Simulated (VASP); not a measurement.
Zn, 2 atoms in the cell. The cell holds a sheet with vacuum, 2 atoms: a = 2.565 Å, b = 2.565 Å, c = 28.011 Å, α = 90.00°, β = 90.00°, γ = 120.00°. The cell was built from a structure type or drawn by symmetry, and may not be a known phase.

| Quantity | Value |
| --- | --- |
| Program | VASP 6.6.1 |
| Task | single point |
| Functional | PBE |
| Potentials or basis | VASP PAW PBE potentials, release 64 (Zn) |
| Cutoff | 520 eV |
| k mesh | 24 × 24 × 1 |
| Occupations | gaussian, width 0.1 eV |
| Spin | no spin polarisation |
| Dipole correction | yes |
| Further INCAR settings | ALGO = Normal; EDIFF = 1e-06; NBANDS = 19 |

Potentials or basis: VASP PAW PBE potentials, release 64 (Zn).

Command:

```bash
$ cat potpaw_PBE.64/Zn/POTCAR > POTCAR
$ mpirun -np 1 vasp_std > vasp.out
```

Hardware: 1 thread of Intel Xeon 8259CL, with other jobs on the host.

Task: Estimate the wall time of this run.

Result: Wall time 5.3 min on 1 thread of Intel Xeon 8259CL, on a shared host, peak memory 0.37 GiB. Counts: scf iterations 19, k points 61.
